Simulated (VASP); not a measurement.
# H in VASP: a series of runs

Runs on H. Level: PBE. Tasks: single point, relaxation of the atoms.

Program: VASP 6.6.1. These are calculated values, not measurements. Logs are shortened: lines on timing, memory, paths and dates and some standing lists are left out, and cuts for length are marked.

### 1 The cell of the first run

The typed cell holds 2 atoms: a = 3.156 Å, b = 3.156 Å, c = 3.156 Å, α = 115.18°, β = 115.18°, γ = 98.58°.

### 2 Single point, PBE (one atom moved)

INCAR reads:

```
  PREC = Accurate
  ENCUT = 520
  EDIFF = 1E-6
  ISMEAR = 0
  SIGMA = 0.02
  LREAL = F
  LASPH = T
  NELM = 60
  ALGO = Normal
  ISIF = 2
  LWAVE = F
  LCHARG = T
  GGA = PE
  LELF = T
  LVHAR = T
  NBANDS = 8
```

KPOINTS reads:

```
Automatic mesh
0
Gamma
  10 10 10
```

POSCAR reads:

```
H
1.0
   -1.6915344700      1.6915344700      2.0584739900
    1.6915344700     -1.6915344700      2.0584739900
    1.6915344700      1.6915344700     -2.0584739900
H
2
Direct
    0.7892758944      0.9322644083     -0.0456745052
    0.0901377100      0.0901377100      0.0000000000
```

Potentials or basis: VASP PAW PBE potentials, release 64 (H).

The run is started by

```sh
> cat potpaw_PBE.64/H/POTCAR > POTCAR
> mpirun -np 1 vasp_std > vasp.out
```

OUTCAR:

```text
PREC = Accurate
   ENCUT = 520
   EDIFF = 1E-6
   ISMEAR = 0
   LREAL = F
   LASPH = T
   NELM = 60
   ISIF = 2
   GGA = PE

 ion  position               nearest neighbor table
   1  0.789  0.932  0.954-
   2  0.090  0.090  0.000-

  LATTYP: Found a body centered tetragonal cell.
 ALAT       =     3.3830689400
 C/A-ratio  =     1.2169270130

  Lattice vectors:

 A1 = (  -1.6915344700,   1.6915344700,   2.0584739900)
 A2 = (   1.6915344700,  -1.6915344700,   2.0584739900)
 A3 = (   1.6915344700,   1.6915344700,  -2.0584739900)

Analysis of symmetry for initial positions (statically):
=====================================================================
 Subroutine PRICEL returns:
 Original cell was already a primitive cell.

 Routine SETGRP: Setting up the symmetry group for a
 body centered tetragonal supercell.

 Subroutine GETGRP returns: Found  2 space group operations
 (whereof  1 operations were pure point group operations)
 out of a pool of 16 trial point group operations.

The static configuration has the point symmetry C_1 .
 The point group associated with its full space group is S_2 .

Analysis of symmetry for dynamics (positions and initial velocities):
=====================================================================
 Subroutine PRICEL returns:
 Original cell was already a primitive cell.

 Routine SETGRP: Setting up the symmetry group for a
 body centered tetragonal supercell.

 Subroutine GETGRP returns: Found  2 space group operations
 (whereof  1 operations were pure point group operations)
 out of a pool of 16 trial point group operations.

The dynamic configuration has the point symmetry C_1 .
 The point group associated with its full space group is S_2 .

 Subroutine INISYM returns: Found  2 space group operations
 (whereof  1 operations are pure point group operations),
 and found     1 'primitive' translations

----------------------------------------------------------------------------------------

                                     Primitive cell

  volume of cell :      23.5596

  direct lattice vectors                    reciprocal lattice vectors
    -1.691534470  1.691534470  2.058473990     0.000000000  0.295589602  0.242898381
     1.691534470 -1.691534470  2.058473990     0.295589602  0.000000000  0.242898381
     1.691534470  1.691534470 -2.058473990     0.295589602  0.295589602  0.000000000

  length of vectors
     3.155929799  3.155929799  3.155929799     0.382587031  0.382587031  0.418026823

  position of ions in fractional coordinates (direct lattice)
     0.789275894  0.932264408  0.954325495
     0.090137710  0.090137710  0.000000000

  ion indices of the primitive-cell ions
   primitive index   ion index
                 1           1
                 2           2

----------------------------------------------------------------------------------------

 KPOINTS: Automatic mesh

Automatic generation of k-mesh.
 Grid dimensions read from file:
 generate k-points for:   10   10   10

 Generating k-lattice:

  Cartesian coordinates                     Fractional coordinates (reciprocal lattice)
     0.000000000  0.029558960  0.024289838     0.100000000  0.000000000  0.000000000
     0.029558960  0.000000000  0.024289838     0.000000000  0.100000000  0.000000000
     0.029558960  0.029558960  0.000000000     0.000000000  0.000000000  0.100000000

  Length of vectors
     0.038258703  0.038258703  0.041802682

  Shift w.r.t. Gamma in fractional coordinates (k-lattice)
     0.000000000  0.000000000  0.000000000

 Subroutine IBZKPT returns following result:
 ===========================================

 Found    504 irreducible k-points:

 Following reciprocal coordinates:
            Coordinates               Weight
  0.000000  0.000000  0.000000      1.000000
  0.100000 -0.000000  0.000000      2.000000
 -0.000000  0.100000  0.000000      2.000000
 -0.000000  0.100000 -0.100000      2.000000
  0.100000 -0.000000 -0.100000      2.000000
  0.200000 -0.000000  0.000000      2.000000
[... 16 lines left out ...]
 -0.000000  0.200000 -0.100000      2.000000
  0.100000  0.100000 -0.200000      2.000000
 [... further k-points ...]
   k-points           NKPTS =    504   k-points in BZ     NKDIM =    504   number of bands    NBANDS=      8
   number of dos      NEDOS =    301   number of ions     NIONS =      2
   total plane-waves  NPLWV =  13824
   dimension x,y,z NGX =    24 NGY =   24 NGZ =   24
   dimension x,y,z NGXF=    48 NGYF=   48 NGZF=   48
   ions per type =               2
   NGX,Y,Z   is equivalent  to a cutoff of  12.64, 12.64, 12.64 a.u.
   NGXF,Y,Z  is equivalent  to a cutoff of  25.29, 25.29, 25.29 a.u.
 SYSTEM =  unknown system
   PREC   = accura    normal or accurate (medium, high low for compatibility)
   ISTART =      0    job   : 0-new  1-cont  2-samecut
   ICHARG =      2    charge: 1-file 2-atom 10-const
   ISPIN  =      1    spin polarized calculation?
   LNONCOLLINEAR =      F non collinear calculations
   LSORBIT =      F    spin-orbit coupling
   LASPH  =      T    aspherical Exc in radial PAW
   ENCUT  =  520.0 eV  38.22 Ry    6.18 a.u.   5.87  5.87  5.87*2*pi/ulx,y,z
   NELM   =     60;   NELMIN=  2; NELMDL= -5     # of ELM steps
   EDIFF  = 0.1E-05   stopping-criterion for ELM
   LREAL  =      F    real-space projection
   EDIFFG = 0.1E-04   stopping-criterion for IOM
   NSW    =      0    number of steps for IOM
   IBRION =     -1    ionic relax: 0-MD 1-quasi-New 2-CG
   NFREE  =      0    steps in history (QN), initial steepest desc. (CG)
   ISIF   =      2    stress and relaxation
   ISYM   =      2    0-nonsym 1-usesym 2-fastsym
   POTIM  = 0.5000    time-step for ionic-motion
   TEBEG  =    0.0;   TEEND  =   0.0 temperature during run
   PSTRESS=    0.0 pullay stress
   NELECT =       2.0000    total number of electrons
   NUPDOWN=      -1.0000    fix difference up-down
   EMIN   =  10.00;   EMAX   =-10.00  energy-range for DOS
   EFERMI =   0.00;   METHOD = LEGACY
   ISMEAR =     0;   SIGMA  =   0.02  broadening in eV -4-tet -1-fermi 0-gaus
   EFERMI_NEDOS =   21; number of points for ismear=-14 and -15
   IALGO  =     38    algorithm
   IMIX   =      4    mixing-type and parameters
     AMIX     =   0.40;   BMIX     =  1.00
     AMIX_MAG =   1.60;   BMIX_MAG =  1.00
  volume/ion in A,a.u.               =      11.78        79.49
  Fermi-wavevector in a.u.,A,eV,Ry     =   0.719497  1.359653  7.043413  0.517676
  Thomas-Fermi vector in A             =   1.808708
   LORBIT       =      0    0 simple, 1 ext, 2 COOP (PROOUT), +10 PAW based schemes
   GGA     = PE    functional components
   LHFCALC =     F    Hartree Fock is set to
   AEXX    =    0.0000 exact exchange contribution
   IVDW    =     0    specifies the selected vdW correction
   LEPSILON=     F    determine dielectric tensor
   LRPA    =     F    only Hartree local field effects (RPA)
 non-spin polarized calculation
 Gauss-broadening in eV      SIGMA  =   0.02
  energy-cutoff  :      520.00
  volume of cell :       23.56
 maximum number of plane-waves:       646
   NGX = 11   NGY = 11   NGZ = 11

 number of electron       2.0000000 magnetization

 Free energy of the ion-electron system (eV)
  ---------------------------------------------------
  ext. energy  EPLUGINS =         0.00000000
  ---------------------------------------------------
  free energy    TOTEN  =        -6.41204461 eV

  energy without entropy =       -6.41204461  energy(sigma->0) =       -6.41204461

 E-fermi :  -6.8052     XC(G=0):  -5.5898

 val. band max:       -6.9893559103   @ k =   0.5000   0.5000   0.5000
 cond. band min:      -0.8493450489   @ k =   0.5000   0.0000   0.0000
 fundamental gap:      6.1400108614
 Fermi energy:        -6.8051815106

 k-point     1 :       0.0000    0.0000    0.0000
  band No.  band energies     occupation
      1      -9.9801      2.00000
      2       6.5511      0.00000
      3       6.9172      0.00000
      4      15.1974      0.00000
      5      15.4803      0.00000
      6      16.7235      0.00000
      7      17.1529      0.00000
      8      18.8068      0.00000

 k-point     2 :       0.1000   -0.0000    0.0000
  band No.  band energies     occupation
      1      -9.8306      2.00000
      2       4.8986      0.00000
      3       8.2420      0.00000
      4      14.3548      0.00000
      5      14.4817      0.00000
      6      16.5649      0.00000
      7      17.9791      0.00000
      8      18.6390      0.00000

 k-point     3 :      -0.0000    0.1000    0.0000
  band No.  band energies     occupation
      1      -9.8458      2.00000
      2       5.4904      0.00000
      3       7.5372      0.00000
      4      13.9162      0.00000
      5      14.5588      0.00000
      6      17.2510      0.00000
      7      17.8623      0.00000
      8      18.2903      0.00000

 k-point     4 :      -0.0000    0.1000   -0.1000
  band No.  band energies     occupation
      1      -9.8494      2.00000
      2       5.6826      0.00000
      3       7.3288      0.00000
      4      13.7856      0.00000
      5      14.6414      0.00000
      6      17.3215      0.00000
      7      17.8230      0.00000
      8      18.2654      0.00000

 k-point     5 :       0.1000   -0.0000   -0.1000
  band No.  band energies     occupation
      1      -9.8355      2.00000
      2       5.0836      0.00000
      3       7.9898      0.00000
      4      14.2686      0.00000
      5      14.4590      0.00000
      6      17.0769      0.00000
      7      17.6184      0.00000
      8      18.5194      0.00000

 k-point     6 :       0.2000   -0.0000    0.0000
  band No.  band energies     occupation
      1      -9.4023      2.00000
      2       2.9680      0.00000
      3       9.1320      0.00000
      4      12.6395      0.00000
      5      13.4151      0.00000
      6      17.0205      0.00000
      7      17.4335      0.00000
      8      18.3873      0.00000

 k-point     7 :      -0.0000    0.2000    0.0000
  band No.  band energies     occupation
      1      -9.4662      2.00000
      2       3.9617      0.00000
      3       7.9078      0.00000
      4      11.9449      0.00000
      5      13.6015      0.00000
      6      16.6735      0.00000
      7      17.8297      0.00000
      8      18.9520      0.00000
[... 133 lines left out ...]
 k-point    20 :       0.0000    0.5000    0.5000
  band No.  band energies     occupation
      1      -8.2465      2.00000
      2       1.1146      0.00000
      3       7.4150      0.00000
      4       9.4926      0.00000
      5      12.3898      0.00000
      6      14.3700      0.00000
      7      17.6068      0.00000
      8      17.8193      0.00000

 k-point    21 :       0.5000    0.0000    0.5000
  band No.  band energies     occupation
      1      -7.9468      2.00000
      2      -0.3936      0.00000
      3       8.9915      0.00000
      4       9.7426      0.00000
      5      12.5775      0.00000
      6      14.9063      0.00000
      7      17.3832      0.00000
      8      17.8704      0.00000

 k-point    22 :       0.1000    0.1000    0.0000
  band No.  band energies     occupation
      1      -9.5862      2.00000
      2       3.8479      0.00000
      3       8.8304      0.00000
      4      12.2091      0.00000
      5      14.2034      0.00000
      6      16.4866      0.00000
      7      17.6654      0.00000
      8      18.7242      0.00000

 k-point    23 :      -0.0000    0.2000   -0.1000
  band No.  band energies     occupation
      1      -9.6189      2.00000
      2       4.5516      0.00000
      3       7.9750      0.00000
      4      11.9603      0.00000
      5      13.7540      0.00000
      6      17.5750      0.00000
      7      17.7841      0.00000
      8      18.7258      0.00000

 k-point    24 :       0.1000    0.1000   -0.2000
  band No.  band energies     occupation
      1      -9.6031      2.00000
      2       4.1994      0.00000
      3       8.3106      0.00000
      4      12.2104      0.00000
      5      14.0306      0.00000
      6      16.8666      0.00000
      7      17.7408      0.00000
      8      18.6308      0.00000

 [... further k-points ...]
[... 5 lines left out ...]
  --------------------------------------------------------------------------------------
  -------------------------------------------------------------------------------------
  Total       -0.0518691     -0.3531755     -2.7233473      0.1979823     -1.0637455      0.5465147
  in kB       -3.5273819    -24.0178456   -185.2023657     13.4638670    -72.3404580     37.1659596
  external PRESSURE =     -70.9158644 kB  Pullay stress =       0.0000000 kB

 VOLUME and BASIS-vectors are now :
 -----------------------------------------------------------------------------
  energy-cutoff  :      520.00
  volume of cell :       23.56
      direct lattice vectors                 reciprocal lattice vectors
    -1.691534470  1.691534470  2.058473990     0.000000000  0.295589602  0.242898381
     1.691534470 -1.691534470  2.058473990     0.295589602  0.000000000  0.242898381
     1.691534470  1.691534470 -2.058473990     0.295589602  0.295589602  0.000000000

 POSITION                                       TOTAL-FORCE (eV/Angst)
 -----------------------------------------------------------------------------------
      1.85614      1.37240      1.57929        -0.643215      1.243359      3.279707
      0.00000      0.00000      0.37109         0.643215     -1.243359     -3.279707
 -----------------------------------------------------------------------------------
    total drift:                                0.000002      0.000001     -0.000001

  FREE ENERGIE OF THE ION-ELECTRON SYSTEM (eV)
  ---------------------------------------------------
  free  energy   TOTEN  =        -6.4120446081 eV

  energy  without entropy=       -6.4120446081  energy(sigma->0) =       -6.41204461
```

Wall time 36 s (1 thread of Intel Xeon 6975P-C, shared host); peak memory 0.19 GiB.

Results:

* Free energy: -6.4120 eV
* Pressure: -7.1 GPa
* Largest force: 3.566 eV/Å
* Band gap on the k mesh: 6.14 eV, indirect (least direct gap 6.98 eV)

Forces in eV/Å, atoms in the order of the input:
```
H   -0.643  1.243  3.280
H    0.643 -1.243 -3.280
```

Caveat: the cell differs from its parent crystal (one atom moved); forces of over 1 eV/Å act on the atoms, so gaps and moduli don't describe the material at rest.

### 3 Relaxation of the atoms, PBE (shear of c along a, cell held: +12.0 %)

INCAR reads:

```
SYSTEM = H
PREC = Accurate
ENCUT = 450
EDIFF = 1E-7
ISMEAR = 0
SIGMA = 0.02
LREAL = .FALSE.
LASPH = .TRUE.
NELM = 120
ALGO = Normal
ISIF = 2
LWAVE = .FALSE.
LCHARG = .FALSE.
GGA = PE
IBRION = 2
NSW = 60
EDIFFG = -0.008
GGA_COMPAT = .FALSE.
NELMIN = 4
```

KPOINTS reads:

```
Automatic mesh
0
G
  6 6 6
  0 0 0
```

POSCAR reads:

```
H
1.0
    3.7097913310      0.0000000000      0.0000000000
    0.0000000000      3.7097913310      0.0000000000
    0.5485415488      0.0000000000      4.5711795732
H
4
Direct
    0.0008284164      0.0000000000      0.9180919952
   -0.0008284164      0.0000000000      0.0819080048
    0.5008284164      0.5000000000      0.4180919952
    0.4991715836      0.5000000000      0.5819080048
```

Potentials or basis: VASP PAW PBE potentials, release 64 (H).

The run is started by

```sh
> cat potpaw_PBE.64/H/POTCAR > POTCAR
> mpirun -np 1 vasp_std > vasp.out
```

Wall time 19 s (1 thread of Intel Xeon Platinum 8488C (Sapphire Rapids), shared host); peak memory 0.16 GiB.

It converged, with:

| Quantity | Value |
| --- | --- |
| Free energy | -13.5692 eV |
| Energy gained by relaxing | 0.1 meV/atom |
| Ionic steps | 3 |
| Pressure after relaxing | -0.4 GPa |
| Band gap on the k mesh | 8.93 eV |

Forces in eV/Å, atoms in the order of the input:
```
H    0.003  0.000  0.000
H   -0.003  0.000  0.000
H    0.003  0.000  0.000
H   -0.003  0.000  0.000
```

Stress tensor (GPa, compression positive):
```
-0.34  0.00 -0.06
 0.00 -0.32  0.00
-0.06  0.00 -0.40
```

The path:
```csv
step,energy change (eV),largest force (eV/Å),pressure (GPa)
1,0.0000,0.0938,-0.47
2,0.0011,0.2186,-0.08
3,-0.0003,0.0026,-0.35
```

Final structure:
```
H
1.0
     3.70979    0.00000    0.00000
     0.00000    3.70979    0.00000
     0.54854    0.00000    4.57118
H
4
Direct
  0.00084 0.00000 0.91839
  0.99916 0.00000 0.08161
  0.50084 0.50000 0.41839
  0.49916 0.50000 0.58161
```

Levels at points of the mesh, in eV from the valence-band top:
```
           k point  band 1  band 2  band 3  band 4  band 5  band 6
(0.00, 0.00, 0.00)   -1.44    0.00   10.12   12.08   14.83   15.22
(0.50, 0.00, 0.00)   -0.56   -0.56   11.01   11.01   12.41   12.41
(0.00, 0.50, 0.00)   -0.56   -0.56   11.11   11.11   12.36   12.36
(0.50, 0.50, 0.00)   -0.35   -0.35   10.77   10.77   13.13   13.13
(0.00, 0.00, 0.50)   -0.74   -0.74   10.05   10.05   16.82   16.82
(0.50, 0.00, 0.50)   -0.67   -0.31    8.93    9.65   15.42   15.57
(0.00, 0.50, 0.50)   -0.49   -0.49    9.26    9.26   15.45   15.45
(0.50, 0.50, 0.50)   -0.30   -0.30   11.17   11.17   12.57   12.57
```

Caveat: the cell differs from its parent crystal (shear of c along a, cell held: +12.0 %). A k mesh can miss the band edges.
